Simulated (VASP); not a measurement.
# CdSe (Cadmoselite) (P6_3mc) in VASP: a series of runs, part 2 of 2

VASP 6.6.1. The steps go on from the part before.

## (3) Single point, PBEsol, non-collinear spin, zero start, spin-orbit coupling

This run uses another cell than the first one, of 27.15 Å³/atom, 1.031 times its volume.

File INCAR:

```
SYSTEM = CdSe
  PREC = Accurate
  ENCUT = 520
  EDIFF = 1E-6
  ISMEAR = -1
  SIGMA = 0.01
  LREAL = .FALSE.
  LASPH = .TRUE.
  NELM = 150
  ALGO = Normal
  ISIF = 2
  LWAVE = .FALSE.
  LCHARG = .TRUE.
  MAGMOM = 0 0 0 0 0 0 0 0 0 0 0 0
  LORBIT = 11
  LSORBIT = .TRUE.
  GGA_COMPAT = .FALSE.
  LORBMOM = .TRUE.
  GGA = PS
  LVHAR = .TRUE.
  NBANDS = 50
```

File KPOINTS:

```
regular mesh
0
G
  6 6 4
  0 0 0
```

File POSCAR:

```
CdSe
1.0
    4.2512541289      0.0000000000      0.0000000000
   -2.1256270645      3.6816940736      0.0000000000
    0.0000000000      0.0000000000      6.9396916191
Cd Se
2 2
Direct
    0.3333333333      0.6666666667      0.0047628569
    0.6666666667      0.3333333333      0.5047628569
    0.3333333333      0.6666666667      0.3802371431
    0.6666666667      0.3333333333      0.8802371431
```

Potentials or basis: VASP PAW PBE potentials, release 64 (Cd, Se).

On the command line:

```console
> cat potpaw_PBE.64/Cd/POTCAR potpaw_PBE.64/Se/POTCAR > POTCAR
> mpirun -np 1 vasp_ncl > vasp.out
```

OUTCAR:

```text
SYSTEM = CdSe
   PREC = Accurate
   ENCUT = 520
   EDIFF = 1E-6
   ISMEAR = -1
   LREAL = .FALSE.
   LASPH = .TRUE.
   NELM = 150
   ISIF = 2
   LORBIT = 11
   LSORBIT = .TRUE.
   GGA = PS

 ion  position               nearest neighbor table
   1  0.333  0.667  0.005-   4 2.60   4 2.60   4 2.60   3 2.61
   2  0.667  0.333  0.505-   3 2.60   3 2.60   3 2.60   4 2.61
   3  0.333  0.667  0.380-   2 2.60   2 2.60   2 2.60   1 2.61
   4  0.667  0.333  0.880-   1 2.60   1 2.60   1 2.60   2 2.61

  LATTYP: Found a hexagonal cell.
 ALAT       =     4.2512541289
 C/A-ratio  =     1.6323869166

  Lattice vectors:

 A1 = (   4.2512541289,   0.0000000000,   0.0000000000)
 A2 = (  -2.1256270645,   3.6816940736,   0.0000000000)
 A3 = (   0.0000000000,   0.0000000000,   6.9396916191)

Analysis of symmetry for initial positions (statically):
=====================================================================
 Subroutine PRICEL returns:
 Original cell was already a primitive cell.

 Routine SETGRP: Setting up the symmetry group for a
 hexagonal supercell.

 Subroutine GETGRP returns: Found 12 space group operations
 (whereof  6 operations were pure point group operations)
 out of a pool of 24 trial point group operations.

The static configuration has the point symmetry C_3v.
 The point group associated with its full space group is C_6v.

Analysis of symmetry for dynamics (positions and initial velocities):
=====================================================================
 Subroutine PRICEL returns:
 Original cell was already a primitive cell.

 Routine SETGRP: Setting up the symmetry group for a
 hexagonal supercell.

 Subroutine GETGRP returns: Found 12 space group operations
 (whereof  6 operations were pure point group operations)
 out of a pool of 24 trial point group operations.

The dynamic configuration has the point symmetry C_3v.
 The point group associated with its full space group is C_6v.

Analysis of structural, dynamic, and magnetic symmetry:
=====================================================================
 Subroutine PRICEL returns:
 Original cell was already a primitive cell.

 Routine SETGRP: Setting up the symmetry group for a
 hexagonal supercell.

 Subroutine GETGRP returns: Found 12 space group operations
 (whereof  6 operations were pure point group operations)
 out of a pool of 24 trial point group operations.

The overall configuration has the point symmetry C_3v.
 The point group associated with its full space group is C_6v.

 Subroutine INISYM returns: Found 12 space group operations
 (whereof  6 operations are pure point group operations),
 and found     1 'primitive' translations

----------------------------------------------------------------------------------------

                                     Primitive cell

  volume of cell :     108.6188

  direct lattice vectors                    reciprocal lattice vectors
     4.251254129  0.000000000  0.000000000     0.235224705  0.135807047  0.000000000
    -2.125627065  3.681694074  0.000000000     0.000000000  0.271614094  0.000000000
[... 1382 lines left out ...]
  Total        1.6093416      1.6093416      1.6260973     -0.0000000     -0.0000000      0.0000000
  in kB       23.7385331     23.7385331     23.9856877     -0.0000000     -0.0000000      0.0000000
  external PRESSURE =      23.8209179 kB  Pullay stress =       0.0000000 kB

 VOLUME and BASIS-vectors are now :
 -----------------------------------------------------------------------------
  energy-cutoff  :      520.00
  volume of cell :      108.62
      direct lattice vectors                 reciprocal lattice vectors
     4.251254129  0.000000000  0.000000000     0.235224705  0.135807047  0.000000000
    -2.125627065  3.681694074  0.000000000     0.000000000  0.271614094  0.000000000
     0.000000000  0.000000000  6.939691619     0.000000000  0.000000000  0.144098622

 POSITION                                       TOTAL-FORCE (eV/Angst)
 -----------------------------------------------------------------------------------
     -0.00000      2.45446      0.03305         0.000000     -0.000000     -0.000375
      2.12563      1.22723      3.50290        -0.000000     -0.000000     -0.000375
     -0.00000      2.45446      2.63873        -0.000000     -0.000000      0.000375
      2.12563      1.22723      6.10857         0.000000      0.000000      0.000375
 -----------------------------------------------------------------------------------
    total drift:                               -0.000000      0.000000     -0.000130

  FREE ENERGIE OF THE ION-ELECTRON SYSTEM (eV)
  ---------------------------------------------------
  free  energy   TOTEN  =       -12.4125726748 eV

  energy  without entropy=      -12.4125726748  energy(sigma->0) =      -12.41257267

 orbital moment (x)

 # of ion     p       d       tot
 ----------------------------------------
  1        -0.000  -0.000  -0.000
  2         0.000   0.000   0.000
  3        -0.000   0.000  -0.000
  4         0.000  -0.000   0.000
 ----------------------------------------
            0.000  -0.000  -0.000

 orbital moment (y)

 # of ion     p       d       tot
 ----------------------------------------
  1         0.000   0.000   0.000
  2        -0.000  -0.000  -0.000
  3         0.000   0.000   0.000
  4        -0.000   0.000  -0.000
 ----------------------------------------
            0.000   0.000   0.000

 orbital moment (z)

 # of ion     p       d       tot
 ----------------------------------------
  1         0.000   0.000   0.000
  2         0.000   0.000   0.000
  3         0.000   0.000   0.000
  4         0.000   0.000   0.000
 ----------------------------------------
            0.000   0.000   0.000

 Spin-Orbit-Coupling matrix elements

 Ion:    1  E_soc:     -0.0596229
 l=   1
     0.0000000    -0.0028923    -0.0029335
    -0.0028923     0.0000000    -0.0028923
    -0.0029335    -0.0028923     0.0000000
 l=   2
     0.0000000    -0.0014000     0.0000000    -0.0014000    -0.0056467
    -0.0014000     0.0000000    -0.0042304    -0.0013861    -0.0014000
     0.0000000    -0.0042304     0.0000000    -0.0042304     0.0000000
    -0.0014000    -0.0013861    -0.0042304     0.0000000    -0.0014000
    -0.0056467    -0.0014000     0.0000000    -0.0014000     0.0000000
 l=   3
     0.0000000     0.0000000     0.0000000     0.0000000     0.0000000     0.0000000     0.0000000
     0.0000000     0.0000000     0.0000000     0.0000000     0.0000000     0.0000000     0.0000000
     0.0000000     0.0000000     0.0000000     0.0000000     0.0000000     0.0000000     0.0000000
     0.0000000     0.0000000     0.0000000     0.0000000     0.0000000     0.0000000     0.0000000
[... 49 lines left out ...]
 l=   2
     0.0000000    -0.0000011     0.0000000    -0.0000011    -0.0000080
    -0.0000011     0.0000000    -0.0000061    -0.0000001    -0.0000011
     0.0000000    -0.0000061     0.0000000    -0.0000061     0.0000000
    -0.0000011    -0.0000001    -0.0000061     0.0000000    -0.0000011
    -0.0000080    -0.0000011     0.0000000    -0.0000011     0.0000000
 l=   3
     0.0000000     0.0000000     0.0000000     0.0000000     0.0000000     0.0000000     0.0000000
     0.0000000     0.0000000     0.0000000     0.0000000     0.0000000     0.0000000     0.0000000
     0.0000000     0.0000000     0.0000000     0.0000000     0.0000000     0.0000000     0.0000000
     0.0000000     0.0000000     0.0000000     0.0000000     0.0000000     0.0000000     0.0000000
     0.0000000     0.0000000     0.0000000     0.0000000     0.0000000     0.0000000     0.0000000
     0.0000000     0.0000000     0.0000000     0.0000000     0.0000000     0.0000000     0.0000000
     0.0000000     0.0000000     0.0000000     0.0000000     0.0000000     0.0000000     0.0000000

 total charge

# of ion       s       p       d       tot
------------------------------------------
    1        0.453   0.339   9.551  10.344
    2        0.453   0.339   9.551  10.344
    3        1.444   2.398   0.025   3.867
    4        1.444   2.398   0.025   3.867
--------------------------------------------------
tot          3.794   5.475  19.153  28.422

 magnetization (x)

# of ion       s       p       d       tot
------------------------------------------
    1        0.000   0.000   0.000   0.000
    2       -0.000  -0.000  -0.000  -0.000
    3        0.000  -0.000   0.000  -0.000
    4       -0.000  -0.000  -0.000  -0.000
--------------------------------------------------
tot         -0.000  -0.000  -0.000  -0.000

 magnetization (y)

# of ion       s       p       d       tot
------------------------------------------
    1        0.000   0.000  -0.000  -0.000
    2        0.000   0.000   0.000   0.000
    3        0.000   0.000   0.000   0.000
    4        0.000   0.000   0.000   0.000
--------------------------------------------------
tot          0.000   0.000   0.000   0.000

 magnetization (z)

# of ion       s       p       d       tot
------------------------------------------
    1        0.000   0.000   0.000   0.000
    2       -0.000   0.000   0.000  -0.000
    3       -0.000  -0.000  -0.000  -0.000
    4        0.000   0.000  -0.000   0.000
--------------------------------------------------
tot          0.000   0.000   0.000   0.000
```

It took 2 min on 1 thread of Intel Xeon 6975P-C (Granite Rapids), shared host; peak memory 0.55 GiB.

What came out:

```yaml
Free_energy: -12.4126 eV
Pressure: 2.4 GPa
Net_moment: 0.00 μB per cell
Valence_electrons_inside_the_program's_atomic_spheres: Cd 10.34; Se 3.87
```

Moments on the atoms (μB; x, y, z):
```
Cd  0.00 0.00 0.00
Cd  0.00 0.00 0.00
Se  0.00 0.00 0.00
Se  0.00 0.00 0.00
```

Caveat: the PAW data sets were made with another functional, which shifts forces and pressure a little.

## (4) Single point, PBEsol, non-collinear spin, zero start, spin-orbit coupling

This run uses another cell than the first one, of 28.13 Å³/atom, 1.068 times its volume.

File INCAR:

```
SYSTEM = CdSe
PREC     = Accurate       ! precision mode
ENCUT    = 520            ! plane-wave cutoff, eV
EDIFF    = 1E-6           ! SCF threshold, eV
ISMEAR   = -1             ! smearing method
SIGMA    = 0.01           ! smearing width, eV
LREAL    = .False.        ! projectors in reciprocal space
LASPH    = .True.         ! aspherical terms in the spheres
NELM     = 150            ! most SCF steps
ALGO     = Normal         ! electronic algorithm
ISIF     = 2              ! what is computed and relaxed
LWAVE    = .False.        ! write WAVECAR
LCHARG   = .False.        ! write CHGCAR
MAGMOM   = 0 0 0 0 0 0 0 0 0 0 0 0 ! initial moments
LORBIT   = 11             ! projections on sites
LSORBIT  = .True.         ! spin-orbit coupling
GGA_COMPAT= .False.      
LORBMOM  = .True.       
GGA      = PS             ! functional
NBANDS   = 50             ! bands
```

File KPOINTS:

```
regular mesh
0
Gamma
  6 6 4
  0 0 0
```

File POSCAR:

```
CdSe
1.0
    4.3011016630      0.0000000000      0.0000000000
   -2.1505508315      3.7248633044      0.0000000000
    0.0000000000      0.0000000000      7.0222409791
Cd Se
2 2
Direct
    0.3333333333      0.6666666667      0.0046992087
    0.6666666667      0.3333333333      0.5046992087
    0.3333333333      0.6666666667      0.3803007913
    0.6666666667      0.3333333333      0.8803007913
```

On the command line:

```console
> cat potpaw_PBE.64/Cd/POTCAR potpaw_PBE.64/Se/POTCAR > POTCAR
> mpirun -np 1 vasp_ncl > vasp.out
```

It took 2.1 min on 1 thread of Intel Xeon 6975P-C (Granite Rapids), shared host; peak memory 0.56 GiB.

Results (log left out):

| Item | Value |
| --- | --- |
| Free energy | -12.4448 eV |
| Pressure | 0.3 GPa |
| Net moment | 0.00 μB per cell |
| Valence electrons inside the program's atomic spheres | Cd 10.32; Se 3.85 |

Moments on the atoms (μB; x, y, z):
```
Cd  0.00 0.00 0.00
Cd  0.00 0.00 0.00
Se  0.00 0.00 0.00
Se  0.00 0.00 0.00
```

Caveat: the PAW data sets were made with another functional, which shifts forces and pressure a little.

## (5) Single point, PBEsol, non-collinear spin, zero start, spin-orbit coupling

This run uses another cell than the first one, of 23.33 Å³/atom, 0.886 times its volume.

File INCAR:

```
SYSTEM = CdSe
  ALGO = Normal
  EDIFF = 1E-6
  ENCUT = 520
  GGA = PS
  GGA_COMPAT = .FALSE.
  ISIF = 2
  ISMEAR = -1
  LASPH = .TRUE.
  LCHARG = .FALSE.
  LORBIT = 11
  LORBMOM = .TRUE.
  LREAL = .FALSE.
  LSORBIT = .TRUE.
  LWAVE = .FALSE.
  MAGMOM = 0 0 0 0 0 0 0 0 0 0 0 0
  NBANDS = 50
  NELM = 150
  PREC = Accurate
  SIGMA = 0.01
```

File KPOINTS:

```
k-points
0
G
  6 6 4
  0 0 0
```

File POSCAR:

```
CdSe
1.0
    4.0182319180      0.0000000000      0.0000000000
   -2.0091159590      3.4798909193      0.0000000000
    0.0000000000      0.0000000000      6.6738103715
Cd Se
2 2
Direct
    0.3333333333      0.6666666667      0.0073955859
    0.6666666667      0.3333333333      0.5073955859
    0.3333333333      0.6666666667      0.3776044141
    0.6666666667      0.3333333333      0.8776044141
```

On the command line:

```console
> cat potpaw_PBE.64/Cd/POTCAR potpaw_PBE.64/Se/POTCAR > POTCAR
> mpirun -np 1 vasp_ncl > vasp.out
```

Wall time 4.3 min (1 thread of Oxide Virtual Turin-like, shared host); peak memory 0.45 GiB.

The run converged. Its results:

| Property | Result |
| --- | --- |
| Free energy | -11.6303 eV |
| Pressure | 15.7 GPa |
| Net moment | 0.00 μB per cell |
| Valence electrons inside the program's atomic spheres | Cd 10.49; Se 3.97 |

Forces in eV/Å, atoms in the order of the input:
```
Cd   0.000  0.000  0.002
Cd   0.000  0.000  0.002
Se   0.000  0.000 -0.002
Se   0.000  0.000 -0.002
```

Moments on the atoms (μB; x, y, z):
```
Cd  0.00 0.00 0.00
Cd  0.00 0.00 0.00
Se  0.00 0.00 0.00
Se  0.00 0.00 0.00
```

Caveat: the PAW data sets were made with another functional, which shifts forces and pressure a little.

## (6) Single point, PBEsol, non-collinear spin, zero start, spin-orbit coupling

This run uses another cell than the first one, of 24.48 Å³/atom, 0.929 times its volume.

File INCAR:

```
ALGO = Normal ; EDIFF = 1E-7
ENCUT = 520 ; GGA = PS
GGA_COMPAT = False ; ISIF = 2
ISMEAR = -1 ; LASPH = True
LCHARG = False ; LORBIT = 11
LORBMOM = True ; LREAL = False
LSORBIT = True ; LWAVE = False
MAGMOM = 0 0 0 0 0 0 0 0 0 0 0 0 ; NBANDS = 50
NELM = 150 ; PREC = Accurate
SIGMA = 0.01
```

File KPOINTS:

```
k-points
0
Gamma
  6 6 4
```

File POSCAR:

```
CdSe
1.0
    4.0987015416      0.0000000000      0.0000000000
   -2.0493507708      3.5495796576      0.0000000000
    0.0000000000      0.0000000000      6.7297789010
Cd Se
2 2
Direct
    0.3333333333      0.6666666667      0.0056825926
    0.6666666667      0.3333333333      0.5056825926
    0.3333333333      0.6666666667      0.3793174074
    0.6666666667      0.3333333333      0.8793174074
```

Potentials or basis: VASP PAW PBE potentials, release 64 (Cd, Se).

On the command line:

```console
> cat potpaw_PBE.64/Cd/POTCAR potpaw_PBE.64/Se/POTCAR > POTCAR
> mpirun -np 1 vasp_ncl > vasp.out
```

It took 4.6 min on 1 thread of Oxide Virtual Turin-like, shared host; peak memory 0.44 GiB.

Results (log left out):

| Property | Result |
| --- | --- |
| Free energy | -12.0040 eV |
| Pressure | 10.6 GPa |
| Net moment | 0.00 μB per cell |
| Valence electrons inside the program's atomic spheres | Cd 10.44; Se 3.94 |

Moments on the atoms (μB; x, y, z):
```
Cd  0.00 0.00 0.00
Cd  0.00 0.00 0.00
Se  0.00 0.00 0.00
Se  0.00 0.00 0.00
```

Caveat: the PAW data sets were made with another functional, which shifts forces and pressure a little.

## (7) Single point, PBEsol, non-collinear spin, zero start, spin-orbit coupling

This run uses another cell than the first one, of 29.39 Å³/atom, 1.116 times its volume.

File INCAR:

```
SYSTEM = CdSe
PREC = Accurate
ENCUT = 520
EDIFF = 1E-6
ISMEAR = -1
SIGMA = 0.01
LREAL = .False.
LASPH = .True.
NELM = 150
ALGO = Normal
ISIF = 2
LWAVE = .False.
LCHARG = .False.
MAGMOM = 0 0 0 0 0 0 0 0 0 0 0 0
LORBIT = 11
LSORBIT = .True.
GGA_COMPAT = .False.
LORBMOM = .True.
GGA = PS
NBANDS = 50
```

File KPOINTS:

```
regular mesh
0
Gamma
  6 6 4
  0 0 0
```

File POSCAR:

```
CdSe
1.0
    4.3663328084      0.0000000000      0.0000000000
   -2.1831664042      3.7813551335      0.0000000000
    0.0000000000      0.0000000000      7.1195710566
Cd Se
2 2
Direct
    0.3333333333      0.6666666667      0.0045112659
    0.6666666667      0.3333333333      0.5045112659
    0.3333333333      0.6666666667      0.3804887341
    0.6666666667      0.3333333333      0.8804887341
```

On the command line:

```console
> cat potpaw_PBE.64/Cd/POTCAR potpaw_PBE.64/Se/POTCAR > POTCAR
> mpirun -np 1 vasp_ncl > vasp.out
```

Run time: 5.9 min. Hardware: 1 thread of Oxide Virtual Turin-like, shared host; peak memory 0.52 GiB.

The run converged. Its results:

| Quantity | Value |
| --- | --- |
| Free energy | -12.4210 eV |
| Pressure | -1.8 GPa |
| Net moment | 0.00 μB per cell |
| Valence electrons inside the program's atomic spheres | Cd 10.29; Se 3.82 |

Moments on the atoms (μB; x, y, z):
```
Cd  0.00 0.00 0.00
Cd  0.00 0.00 0.00
Se  0.00 0.00 0.00
Se  0.00 0.00 0.00
```

Caveat: the PAW data sets were made with another functional, which shifts forces and pressure a little.

## (8) Overview

```csv
cell,pressure (GPa),moment (μB)
"a = 4.208, b = 4.208, c = 6.873 Å, angles 90.0, 90.0, 120.0°, 4 atoms",4.4,0.00
"a = 4.251, b = 4.251, c = 6.940 Å, angles 90.0, 90.0, 120.0°, 4 atoms",2.4,0.00
"a = 4.301, b = 4.301, c = 7.022 Å, angles 90.0, 90.0, 120.0°, 4 atoms",0.3,0.00
"a = 4.018, b = 4.018, c = 6.674 Å, angles 90.0, 90.0, 120.0°, 4 atoms",15.7,0.00
"a = 4.099, b = 4.099, c = 6.730 Å, angles 90.0, 90.0, 120.0°, 4 atoms",10.6,0.00
"a = 4.366, b = 4.366, c = 7.120 Å, angles 90.0, 90.0, 120.0°, 4 atoms",-1.8,0.00
```

Alike in all rows: task single point; level PBEsol; potentials or basis VASP PAW PBE potentials, release 64 (Cd, Se); spin non-collinear, zero start, SOC; k mesh 6 × 6 × 4; cutoff (eV) 520; smearing fermi-dirac 0.01 eV.

Caveats: the PAW data sets were made with another functional, which shifts forces and pressure a little.

Absolute energies hang on the potentials; compare differences alone.
